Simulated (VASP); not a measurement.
# Li2Pd (P6/mmm) in VASP: notebook

Li2Pd is run at these levels: LDA; tasks: electric field gradients.

Everything below comes from runs of VASP 6.6.1. Logs are shortened: lines on timing, memory, paths and dates and some standing lists are left out, and cuts for length are marked.

### Step 1. The cell of the first run

It takes space group P6/mmm (No. 191, hexagonal). Conventional cell: a = 4.255 Å, b = 4.255 Å, c = 2.750 Å, α = 90.00°, β = 90.00°, γ = 120.00°. Within 3.2 Å of Li (site symmetry -6m2) lie 5 Li at 2.46 to 2.75 Å and 6 Pd at 2.82 Å. Within 3.6 Å of Pd (site symmetry 6/mmm) lie 2 Pd at 2.75 Å and 12 Li at 2.82 Å.

### Step 2. Electric field gradients, LDA (volume scaled by 1.02)

Contents of INCAR:

```
SYSTEM = Li2Pd
PREC = Accurate
ENCUT = 520
EDIFF = 1E-8
ISMEAR = -1
SIGMA = 0.08
LREAL = .False.
LASPH = .True.
NELM = 100
ALGO = Normal
ISIF = 2
LWAVE = .False.
LCHARG = .False.
LEFG = .True.
NBANDS = 15
```

Contents of KPOINTS:

```
Automatic mesh
0
Gamma
  11 11 15
  0 0 0
```

Contents of POSCAR:

```
Li2Pd
1.0
    4.2546923921      0.0000000000      0.0000000000
   -2.1273461961      3.6846716969      0.0000000000
    0.0000000000      0.0000000000      2.7499925802
Li Pd
2 1
Direct
    0.3333333333      0.6666666667      0.5000000000
    0.6666666667      0.3333333333      0.5000000000
    0.0000000000      0.0000000000      0.0000000000
```

Potentials or basis: VASP PAW LDA potentials, release 64 (Li_sv, Pd).

The run is started by

```
> cat potpaw_LDA.64/Li_sv/POTCAR potpaw_LDA.64/Pd/POTCAR > POTCAR
> mpirun -np 1 vasp_std > vasp.out
```

OUTCAR:

```text
SYSTEM = Li2Pd
   PREC = Accurate
   ENCUT = 520
   EDIFF = 1E-8
   ISMEAR = -1
   LREAL = .False.
   LASPH = .True.
   NELM = 100
   ISIF = 2

 ion  position               nearest neighbor table
   1  0.333  0.667  0.500-   2 2.46   2 2.46   2 2.46   3 2.82   3 2.82   3 2.82   3 2.82   3 2.82
                             3 2.82
   2  0.667  0.333  0.500-   1 2.46   1 2.46   1 2.46   3 2.82   3 2.82   3 2.82   3 2.82   3 2.82
                             3 2.82
   3  0.000  0.000  0.000-   1 2.82   2 2.82   1 2.82   2 2.82   2 2.82   2 2.82   1 2.82   1 2.82
                             2 2.82   2 2.82   1 2.82   1 2.82

  LATTYP: Found a hexagonal cell.
 ALAT       =     4.2546923921
 C/A-ratio  =     0.6463434549

  Lattice vectors:

 A1 = (   4.2546923921,   0.0000000000,   0.0000000000)
 A2 = (  -2.1273461961,   3.6846716969,   0.0000000000)
 A3 = (   0.0000000000,   0.0000000000,   2.7499925802)

Analysis of symmetry for initial positions (statically):
=====================================================================
 Subroutine PRICEL returns:
 Original cell was already a primitive cell.

 Routine SETGRP: Setting up the symmetry group for a
 hexagonal supercell.

 Subroutine GETGRP returns: Found 24 space group operations
 (whereof 24 operations were pure point group operations)
 out of a pool of 24 trial point group operations.

The static configuration has the point symmetry D_6h.

Analysis of symmetry for dynamics (positions and initial velocities):
=====================================================================
 Subroutine PRICEL returns:
 Original cell was already a primitive cell.

 Routine SETGRP: Setting up the symmetry group for a
 hexagonal supercell.

 Subroutine GETGRP returns: Found 24 space group operations
 (whereof 24 operations were pure point group operations)
 out of a pool of 24 trial point group operations.

The dynamic configuration has the point symmetry D_6h.

 Subroutine INISYM returns: Found 24 space group operations
 (whereof 24 operations are pure point group operations),
 and found     1 'primitive' translations

----------------------------------------------------------------------------------------

                                     Primitive cell

[... 141 lines left out ...]

 val. band max:        4.1369325572   @ k =   0.3636   0.2727   0.1333
 cond. band min:       4.2474749839   @ k =   0.3636   0.2727   0.0667
 fundamental gap:      0.1105424267
 Fermi energy:         4.1945099652

 k-point     1 :       0.0000    0.0000    0.0000
  band No.  band energies     occupation
      1     -40.7086      2.00000
      2     -40.6094      2.00000
      3      -0.8388      2.00000
      4       0.6864      2.00000
      5       1.3663      2.00000
      6       1.3663      2.00000
      7       3.1384      2.00000
      8       3.1384      2.00000
      9       8.3100      0.00000
     10       8.3100      0.00000
     11       9.6392      0.00000
     12       9.6392      0.00000
     13      13.1503      0.00000
     14      14.3009      0.00000
[... 401 lines left out ...]
      2     -40.6203      2.00000
      3      -0.3575      2.00000
      4       0.8757      2.00000
      5       1.3918      2.00000
      6       1.6909      2.00000
      7       2.9555      2.00000
      8       2.9864      2.00000
      9       5.6622      0.00000
     10       6.4126      0.00000
     11      11.1867      0.00000
     12      12.1699      0.00000
     13      14.3522      0.00000
     14      15.1319      0.00000
     15      16.7082      0.00000

 [... further k-points ...]
[... 5 lines left out ...]
  --------------------------------------------------------------------------------------
  -------------------------------------------------------------------------------------
  Total       -1.2354324     -1.2354324     -2.1524947      0.0000000      0.0000000      0.0000000
  in kB      -45.9125137    -45.9125137    -79.9934055      0.0000000      0.0000000      0.0000000
  external PRESSURE =     -57.2728109 kB  Pullay stress =       0.0000000 kB

 VOLUME and BASIS-vectors are now :
 -----------------------------------------------------------------------------
  energy-cutoff  :      520.00
  volume of cell :       43.11
      direct lattice vectors                 reciprocal lattice vectors
     4.254692392  0.000000000  0.000000000     0.235034618  0.135697300  0.000000000
    -2.127346196  3.684671697  0.000000000     0.000000000  0.271394600  0.000000000
     0.000000000  0.000000000  2.749992580     0.000000000  0.000000000  0.363637345

 POSITION                                       TOTAL-FORCE (eV/Angst)
 -----------------------------------------------------------------------------------
     -0.00000      2.45645      1.37500        -0.000000     -0.000000      0.000000
      2.12735      1.22822      1.37500         0.000000      0.000000      0.000000
      0.00000      0.00000      0.00000         0.000000      0.000000      0.000000
 -----------------------------------------------------------------------------------
    total drift:                                0.000000     -0.000000     -0.000000

  FREE ENERGIE OF THE ION-ELECTRON SYSTEM (eV)
  ---------------------------------------------------
  free  energy   TOTEN  =       -11.6207508941 eV

  energy  without entropy=      -11.6061057068  energy(sigma->0) =      -11.61342830

 Electric field gradients (V/A^2)
---------------------------------------------------------------------
 ion       V_xx      V_yy      V_zz      V_xy      V_xz      V_yz
---------------------------------------------------------------------
   1      -0.020    -0.021     0.041    -0.001     0.000    -0.000
   2      -0.020    -0.021     0.041    -0.001     0.000    -0.000
   3      38.151    38.151   -76.302    -0.001    -0.000     0.000
---------------------------------------------------------------------

 Electric field gradients after diagonalization (V/A^2)
 (convention: |V_zz| > |V_xx| > |V_yy|)
----------------------------------------------------------------------
 ion       V_xx      V_yy      V_zz     asymmetry (V_yy - V_xx)/ V_zz
----------------------------------------------------------------------
   1      -0.022    -0.019     0.041       0.072
   2      -0.022    -0.019     0.041       0.072
   3      38.152    38.150   -76.302       0.000
----------------------------------------------------------------------

           NMR quadrupolar parameters

 Cq : quadrupolar parameter    Cq=e*Q*V_zz/h
 eta: asymmetry parameters     (V_yy - V_xx)/ V_zz
 Q  : nuclear electric quadrupole moment in mb (millibarn)
----------------------------------------------------------------------
 ion       Cq(MHz)       eta       Q (mb)
----------------------------------------------------------------------
   1       0.000       0.072       1.000
   2       0.000       0.072       1.000
   3      -0.184       0.000       1.000
----------------------------------------------------------------------
```

OSZICAR:

```text
N       E                     dE             d eps       ncg     rms          rms(c)
DAV:   1     0.767187649534E+02    0.76719E+02   -0.69634E+03  3840   0.108E+03
DAV:   2    -0.426269951412E+01   -0.80981E+02   -0.73002E+02  4575   0.239E+02
DAV:   3    -0.118478065785E+02   -0.75851E+01   -0.74224E+01  7310   0.481E+01
DAV:   4    -0.119666440815E+02   -0.11884E+00   -0.11873E+00  4400   0.855E+00
DAV:   5    -0.119689175875E+02   -0.22735E-02   -0.22734E-02  5667   0.901E-01    0.496E+00
DAV:   6    -0.117802292367E+02    0.18869E+00   -0.17036E+00  4253   0.124E+01    0.215E+00
DAV:   7    -0.116327440737E+02    0.14749E+00   -0.29225E-01  4211   0.532E+00    0.704E-01
DAV:   8    -0.116220185903E+02    0.10725E-01   -0.15366E-02  5687   0.761E-01    0.312E-01
DAV:   9    -0.116207282615E+02    0.12903E-02   -0.54897E-03  4842   0.657E-01    0.748E-02
DAV:  10    -0.116207540592E+02   -0.25798E-04   -0.12997E-04  5038   0.103E-01    0.166E-02
DAV:  11    -0.116207509649E+02    0.30943E-05   -0.17350E-05  5045   0.395E-02    0.333E-03
DAV:  12    -0.116207508873E+02    0.77614E-07   -0.56574E-07  5058   0.653E-03    0.367E-04
DAV:  13    -0.116207508941E+02   -0.68508E-08   -0.46442E-08  5027   0.145E-03
   1 F= -.11620751E+02 E0= -.11613428E+02  d E =-.146452E-01
```

stdout:

```text
POSCAR found type information on POSCAR LiPd
 POSCAR found :  2 types and       3 ions
 scaLAPACK will be used
 LDA part: xc-table for (Slater(with rela. corr.)+CA(PZ))
 , standard interpolation
 POSCAR, INCAR and KPOINTS ok, starting setup
 FFT: planning ... GRIDC
 FFT: planning ... GRID_SOFT
 FFT: planning ... GRID
 WAVECAR not read
 entering main loop
ion   1

ion   2

ion   3
```

Wall time 22 s (1 thread of Intel Xeon 6975P-C (Granite Rapids), shared host); peak memory 0.19 GiB.

Results:

| Property | Result |
| --- | --- |
| Free energy | -11.6208 eV |
| Band gap on the k mesh | zero (band 8 reaches 5.40 eV, above the bottom of band 9 at 3.12 eV) |

Levels at points of the mesh, in eV from the Fermi level:
| k point | band 5 | band 6 | band 7 | band 8 | band 9 | band 10 | band 11 | band 12 |
| --- | --- | --- | --- | --- | --- | --- | --- | --- |
| (0.00, 0.00, 0.00) | -2.83 | -2.83 | -1.06 | -1.06 | 4.12 | 4.12 | 5.44 | 5.44 |

Electric field gradients, principal values (V/Å²):
| atom | least | middle | greatest (by size) |
| --- | --- | --- | --- |
| 1 Li | -0.019 | -0.022 | 0.041 |
| 2 Li | -0.019 | -0.022 | 0.041 |
| 3 Pd | 38.150 | 38.152 | -76.302 |

Caveat: the cutoff is under 1.25 times the usual one of these potentials, so pressure, stress and relaxed cells hold a basis-set (Pulay) error; without QUAD_EFG the Cq values of the log hold for a quadrupole moment of 1 mb, not for the nuclei.

### Step 3. Electric field gradients, LDA (zz strain of +2 %)

Contents of INCAR:

```
  ALGO = Normal
  EDIFF = 1E-8
  ENCUT = 520
  GGA = CA
  ISIF = 2
  ISMEAR = -1
  LASPH = True
  LCHARG = False
  LEFG = True
  LREAL = False
  LWAVE = False
  NBANDS = 15
  NELM = 100
  PREC = Accurate
  SIGMA = 0.08
```

Contents of KPOINTS:

```
k-points
0
Gamma
  11 11 15
```

Contents of POSCAR:

```
Li2Pd
1.0
    4.2267001844      0.0000000000      0.0000000000
   -2.1133500922      3.6604297339      0.0000000000
    0.0000000000      0.0000000000      2.7865380000
Li Pd
2 1
Direct
    0.3333333333      0.6666666667      0.5000000000
    0.6666666667      0.3333333333      0.5000000000
    0.0000000000      0.0000000000      0.0000000000
```

Potentials or basis: VASP PAW LDA potentials, release 64 (Li_sv, Pd).

The run is started by

```
> cat potpaw_LDA.64/Li_sv/POTCAR potpaw_LDA.64/Pd/POTCAR > POTCAR
> mpirun -np 1 vasp_std > vasp.out
```

OUTCAR:

```text
EDIFF = 1E-8
   ENCUT = 520
   GGA = CA
   ISIF = 2
   ISMEAR = -1
   LASPH = True
   LREAL = False
   NELM = 100
   PREC = Accurate

 ion  position               nearest neighbor table
   1  0.333  0.667  0.500-   2 2.44   2 2.44   2 2.44   3 2.81   3 2.81   3 2.81   3 2.81   3 2.81
                             3 2.81
   2  0.667  0.333  0.500-   1 2.44   1 2.44   1 2.44   3 2.81   3 2.81   3 2.81   3 2.81   3 2.81
                             3 2.81
   3  0.000  0.000  0.000-   1 2.81   2 2.81   1 2.81   2 2.81   2 2.81   2 2.81   1 2.81   1 2.81
                             2 2.81   2 2.81   1 2.81   1 2.81

  LATTYP: Found a hexagonal cell.
 ALAT       =     4.2267001844
 C/A-ratio  =     0.6592703240

  Lattice vectors:
[... 657 lines left out ...]
 ion       V_xx      V_yy      V_zz      V_xy      V_xz      V_yz
---------------------------------------------------------------------
   1       0.035     0.033    -0.068    -0.002     0.000    -0.000
   2       0.035     0.033    -0.068    -0.002     0.000    -0.000
   3      36.881    36.880   -73.761    -0.000     0.000    -0.000
---------------------------------------------------------------------

 Electric field gradients after diagonalization (V/A^2)
 (convention: |V_zz| > |V_xx| > |V_yy|)
----------------------------------------------------------------------
 ion       V_xx      V_yy      V_zz     asymmetry (V_yy - V_xx)/ V_zz
----------------------------------------------------------------------
   1       0.036     0.032    -0.068       0.065
   2       0.036     0.032    -0.068       0.065
   3      36.881    36.880   -73.761       0.000
----------------------------------------------------------------------

           NMR quadrupolar parameters

 Cq : quadrupolar parameter    Cq=e*Q*V_zz/h
 eta: asymmetry parameters     (V_yy - V_xx)/ V_zz
 Q  : nuclear electric quadrupole moment in mb (millibarn)
----------------------------------------------------------------------
 ion       Cq(MHz)       eta       Q (mb)
----------------------------------------------------------------------
   1      -0.000       0.065       1.000
   2      -0.000       0.065       1.000
   3      -0.178       0.000       1.000
----------------------------------------------------------------------
```

It took 25 s on 1 thread of Intel Xeon 6975P-C (Granite Rapids), shared host; peak memory 0.2 GiB.

Results:

| Property | Result |
| --- | --- |
| Free energy | -11.6053 eV |
| Band gap on the k mesh | zero (band 8 reaches 5.30 eV, above the bottom of band 9 at 3.05 eV) |

Electric field gradients, principal values (V/Å²):
```tsv
atom	least	middle	greatest (by size)
1 Li	0.032	0.036	-0.068
2 Li	0.032	0.036	-0.068
3 Pd	36.880	36.881	-73.761
```

Caveat: the cell differs from its parent crystal (zz strain of +2 %); the cutoff is under 1.25 times the usual one of these potentials, so pressure, stress and relaxed cells hold a basis-set (Pulay) error; without QUAD_EFG the Cq values of the log hold for a quadrupole moment of 1 mb, not for the nuclei.

[end of part 1 of 2]
